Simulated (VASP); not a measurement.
# Se (Fd-3m) in VASP: relaxation of cell and atoms with LDA

Aim: the relaxation of cell and atoms of Se with LDA.

Program: VASP 6.6.1. These are calculated values, not measurements. Logs are shortened: lines on timing, memory, paths and dates and some standing lists are left out, and cuts for length are marked.

### Step 1. The cell of the first run

It takes space group Fd-3m (No. 227, cubic). Conventional cell: a = 5.154 Å, b = 5.154 Å, c = 5.154 Å, α = 90.00°, β = 90.00°, γ = 90.00°. Se (site symmetry -43m) has 4 Se at 2.23 Å within 3.0 Å.

This isn't the form of Se at room conditions, which is trigonal, of chains.

### Step 2. Relaxation of cell and atoms, LDA, target pressure 72 GPa, at which the enthalpy is minimised

INCAR reads:

```
PREC = Accurate ; ENCUT = 600
EDIFF = 1E-7 ; ISMEAR = -1
SIGMA = 0.05 ; LREAL = False
LASPH = True ; NELM = 100
ALGO = Normal ; ISIF = 3
LWAVE = False ; LCHARG = False
GGA = CA ; IBRION = 2
NSW = 32 ; EDIFFG = -0.005
PSTRESS = 720.0
```

KPOINTS reads:

```
Automatic mesh
0
Gamma
  13 13 13
```

POSCAR reads:

```
Se
1.0
    0.0000000000      2.5771578766      2.5771578766
    2.5771578766      0.0000000000      2.5771578766
    2.5771578766      2.5771578766      0.0000000000
Se
2
Direct
   -0.1250000000     -0.1250000000     -0.1250000000
    0.1250000000      0.1250000000      0.1250000000
```

Potentials or basis: VASP PAW LDA potentials, release 64 (Se).

On the command line:

```bash
cat potpaw_LDA.64/Se/POTCAR > POTCAR
mpirun -np 1 vasp_std > vasp.out
```

OUTCAR:

```text
PREC = Accurate
   ENCUT = 600
   EDIFF = 1E-7
   ISMEAR = -1
   LREAL = False
   LASPH = True
   NELM = 100
   ISIF = 3
   GGA = CA
   IBRION = 2
   NSW = 32
   EDIFFG = -0.005
   PSTRESS = 720.0

 ion  position               nearest neighbor table
   1  0.875  0.875  0.875-   2 2.23   2 2.23   2 2.23   2 2.23
   2  0.125  0.125  0.125-   1 2.23   1 2.23   1 2.23   1 2.23

  LATTYP: Found a face centered cubic cell.
 ALAT       =     5.1543157532

  Lattice vectors:

 A1 = (   0.0000000000,   2.5771578766,   2.5771578766)
 A2 = (   2.5771578766,   0.0000000000,   2.5771578766)
 A3 = (   2.5771578766,   2.5771578766,   0.0000000000)

Analysis of symmetry for initial positions (statically):
=====================================================================
 Subroutine PRICEL returns:
 Original cell was already a primitive cell.

 Routine SETGRP: Setting up the symmetry group for a
 face centered cubic supercell.

 Subroutine GETGRP returns: Found 48 space group operations
 (whereof 12 operations were pure point group operations)
 out of a pool of 48 trial point group operations.

The static configuration has the point symmetry D_3d.
 The point group associated with its full space group is O_h .

Analysis of symmetry for dynamics (positions and initial velocities):
=====================================================================
 Subroutine PRICEL returns:
 Original cell was already a primitive cell.

 Routine SETGRP: Setting up the symmetry group for a
 face centered cubic supercell.

 Subroutine GETGRP returns: Found 48 space group operations
 (whereof 12 operations were pure point group operations)
 out of a pool of 48 trial point group operations.

The dynamic configuration has the point symmetry D_3d.
 The point group associated with its full space group is O_h .

 Subroutine INISYM returns: Found 48 space group operations
 (whereof 12 operations are pure point group operations),
 and found     1 'primitive' translations

----------------------------------------------------------------------------------------

                                     Primitive cell

  volume of cell :      34.2336

  direct lattice vectors                    reciprocal lattice vectors
     0.000000000  2.577157877  2.577157877    -0.194012173  0.194012173  0.194012173
     2.577157877  0.000000000  2.577157877     0.194012173 -0.194012173  0.194012173
[... 101 lines left out ...]
   EFERMI_NEDOS =   21; number of points for ismear=-14 and -15
   IALGO  =     38    algorithm
   IMIX   =      4    mixing-type and parameters
     AMIX     =   0.40;   BMIX     =  1.00
     AMIX_MAG =   1.60;   BMIX_MAG =  1.00
  volume/ion in A,a.u.               =      17.12       115.51
  Fermi-wavevector in a.u.,A,eV,Ry     =   1.154297  2.181305 18.128423  1.332402
  Thomas-Fermi vector in A             =   2.290935
   LORBIT       =      0    0 simple, 1 ext, 2 COOP (PROOUT), +10 PAW based schemes
   GGA     = CA    functional components
   LHFCALC =     F    Hartree Fock is set to
   AEXX    =    0.0000 exact exchange contribution
   IVDW    =     0    specifies the selected vdW correction
   LEPSILON=     F    determine dielectric tensor
   LRPA    =     F    only Hartree local field effects (RPA)
 conjugate gradient relaxation of ions
 non-spin polarized calculation
  energy-cutoff  :      600.00
  volume of cell :       34.23
 maximum number of plane-waves:      1163
 NGX is ok and might be reduce to    30
   NGX = 15   NGY = 15   NGZ = 15

--------------------------------------- Ionic step        1  -------------------------------------------

 number of electron      12.0000001 magnetization

 Free energy of the ion-electron system (eV)
  ---------------------------------------------------
  ext. energy  EPLUGINS =         0.00000000
  ---------------------------------------------------
  free energy    TOTEN  =        -3.60834340 eV

  energy without entropy =       -3.60168207  energy(sigma->0) =       -3.60501273

------------------------ aborting loop because EDIFF is reached ----------------------------------------

  FORCE on cell =-STRESS in cart. coord.  units (eV):
  Direction    XX          YY          ZZ          XY          YZ          ZX
  --------------------------------------------------------------------------------------
  -------------------------------------------------------------------------------------
  Total       15.6581389     15.6581389     15.6581389     -0.0000000     -0.0000000      0.0000000
  in kB      732.8205773    732.8205773    732.8205773     -0.0000000     -0.0000000      0.0000000
  external PRESSURE =      12.8205773 kB  Pullay stress =     720.0000000 kB
[... 63 lines left out ...]
--------------------------------------- Ionic step        3  -------------------------------------------

 number of electron      12.0000001 magnetization

 Free energy of the ion-electron system (eV)
  ---------------------------------------------------
  ext. energy  EPLUGINS =         0.00000000
  ---------------------------------------------------
  free energy    TOTEN  =        -3.68068848 eV

  energy without entropy =       -3.67390826  energy(sigma->0) =       -3.67729837

 E-fermi :   8.7566     XC(G=0): -11.1662

 val. band max:        8.7453069284   @ k =  -0.3846   0.1538   0.0000
 cond. band min:       8.8265625354   @ k =   0.3077   0.0769   0.0000
 fundamental gap:      0.0812556069
 Fermi energy:         8.7565860449

 k-point     1 :       0.0000    0.0000    0.0000
  band No.  band energies     occupation
      1     -11.9101      2.00000
      2       1.7136      2.00000
      3       3.0764      2.00000
      4       3.0764      2.00000
      5       3.0764      2.00000
      6       6.9505      2.00000
      7       6.9505      2.00000
      8       6.9505      2.00000
      9      13.0714      0.00000
     10      15.8665      0.00000
[... 287 lines left out ...]
 k-point    24 :       0.4615    0.1538    0.0000
  band No.  band energies     occupation
      1      -9.7442      2.00000
      2      -5.3734      2.00000
      3       0.3264      2.00000
      4       1.2248      2.00000
      5       5.3964      2.00000
      6       8.2552      1.99991
      7       9.7419      0.00000
      8      11.4470      0.00000
      9      15.8857      0.00000
     10      16.5131      0.00000

 [... further k-points ...]

------------------------ aborting loop because EDIFF is reached ----------------------------------------

  FORCE on cell =-STRESS in cart. coord.  units (eV):
  Direction    XX          YY          ZZ          XY          YZ          ZX
  --------------------------------------------------------------------------------------
  -------------------------------------------------------------------------------------
  Total       15.4543578     15.4543578     15.4543578     -0.0000000      0.0000000     -0.0000000
  in kB      719.9274509    719.9274509    719.9274509     -0.0000000      0.0000000     -0.0000000
  external PRESSURE =      -0.0725491 kB  Pullay stress =     720.0000000 kB
[... 21 lines left out ...]
  energy  without entropy=       -3.6739082562  energy(sigma->0) =       -3.67729837

  enthalpy is  TOTEN    =        11.7752267007 eV   P V=       15.4559151783

 reached required accuracy - stopping structural energy minimisation
```

OSZICAR:

```text
N       E                     dE             d eps       ncg     rms          rms(c)
DAV:   1     0.539591750701E+02    0.53959E+02   -0.60383E+03  1680   0.118E+03
DAV:   2    -0.115845123057E+01   -0.55118E+02   -0.52895E+02  2464   0.165E+02
DAV:   3    -0.367194465738E+01   -0.25135E+01   -0.24677E+01  2080   0.388E+01
[... 19 lines left out ...]
DAV:   2    -0.368257872779E+01    0.58537E-02   -0.70516E-03  1734   0.601E-01    0.333E-01
DAV:   3    -0.368071371885E+01    0.18650E-02   -0.51467E-03  1804   0.444E-01    0.165E-01
DAV:   4    -0.368069038416E+01    0.23335E-04   -0.96033E-05  1780   0.810E-02    0.115E-02
DAV:   5    -0.368068848175E+01    0.19024E-05   -0.63715E-06  1976   0.166E-02    0.604E-03
DAV:   6    -0.368068847762E+01    0.41389E-08   -0.14735E-07  1750   0.338E-03
   3 F= 0.11775227E+02 E0= 0.11778617E+02  d E =-.632210E-03
```

It took 96 s on 1 thread of Oxide Virtual Turin-like, shared host; peak memory 0.13 GiB.

What came out:

```
Free energy                                                : -3.6807 eV
Relaxed volume                                             : 17.20 Å³/atom
Relaxed cell                                               : a = 3.650 Å, b = 3.650 Å, c = 3.650 Å, α = 60.00°, β = 60.00°, γ = 60.00°
Space group after relaxing (to 0.1 Å)                      : Fd-3m (No. 227)
Energy change on relaxing (the run minimises the enthalpy) : -36.2 meV/atom
Ionic steps                                                : 3
Pressure after relaxing                                    : 72.0 GPa
Band gap on the k mesh                                     : zero (bands 6 and 7 overlap by 3.55 eV)
```

Step by step:
```tsv
step	energy change (eV)	largest force (eV/Å)	pressure (GPa)	volume (Å³)
1	0.0000	0.0000	73.28	34.23
2	-0.3008	0.0000	67.90	34.92
3	-0.0723	0.0000	71.99	34.39
```

Final structure:
```yaml
crystal:
  lattice:
    - [0.00000, 2.58116, 2.58116]
    - [2.58116, 0.00000, 2.58116]
    - [2.58116, 2.58116, 0.00000]
  atoms:
    - { symbol: Se, position: [0.87500, 0.87500, 0.87500] }
    - { symbol: Se, position: [0.12500, 0.12500, 0.12500] }
```

Caveat: the cell is relaxed towards a set pressure, so the run minimises the enthalpy, not the energy.

The gap in the log of VASP goes by the Fermi energy; the results here count the filled bands.